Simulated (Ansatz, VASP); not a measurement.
# Two plane-wave programs on Ru

File INCAR:

```
SYSTEM = Ru
PREC = Accurate ; ENCUT = 520
EDIFF = 1E-6 ; ISMEAR = 0
SIGMA = 0.15 ; LREAL = .False.
LASPH = .True. ; NELM = 60
ALGO = Fast ; ISIF = 2
LWAVE = .False. ; LCHARG = .False.
GGA = PE ; NBANDS = 21
```

The input KPOINTS:

```
Automatic mesh
0
Gamma
  18 18 10
  0 0 0
```

POSCAR

```
Ru
1.0
    2.6563000000      0.0000000000      0.0000000000
   -1.3281500000      2.3004232801      0.0000000000
    0.0000000000      0.0000000000      4.4685000000
Ru
2
Direct
    0.3333333333      0.6666666667      0.2500000000
    0.6666666667      0.3333333333      0.7500000000
```

Input for Ansatz:

```yaml
crystal:
  lattice:
    - [2.6563, 0.0, 0.0]
    - [-1.32815, 2.3004232801, 0.0]
    - [0.0, 0.0, 4.4685]
  atoms:
    - { symbol: Ru, position: [0.3333333333, 0.6666666667, 0.25] }
    - { symbol: Ru, position: [0.6666666667, 0.3333333333, 0.75] }
basis:
  ecutwfc: 420
kpoints:
  mp_grid: { grid: [18, 18, 10] }
hamiltonian:
  xc: pbe
  pseudopotentials: { kind: paw, azcp: { folder: soft_1 } }
scf:
  occupations: { method: gaussian, width: 0.15 }
output:
  forces: true
  stress: true
  eigenvalues: true
```

Alike in both runs: task single point; functional PBE; k mesh 18 × 18 × 10; occupations gaussian, width 0.15 eV; no spin polarisation.

```csv
,VASP,Ansatz
version,VASP 6.6.1,Ansatz 0.2.0
potentials or method,"VASP PAW PBE potentials, release 64 (Ru_pv), cutoff 520 eV","scalar-relativistic, plane waves, PAW"
valence electrons in the cell,28,32
```

Ansatz gave:

| Quantity | Value |
| --- | --- |
| gap on the k mesh at the Fermi level (eV) | none |
| pressure (GPa) | 3.3 |
| traceless stress, the component that is largest in VASP (GPa) | -19.74 |

What did VASP give for the same quantities?

gap on the k mesh at the Fermi level (eV): none; pressure (GPa): 3.2; traceless stress, the component that is largest in VASP (GPa): -19.71.

A gap of «none» marks a metal or a gap that the smearing closes. VASP's potentials hold 28 valence electrons a cell and Ansatz's 32, so a difference there can come from the potentials and not from the codes.
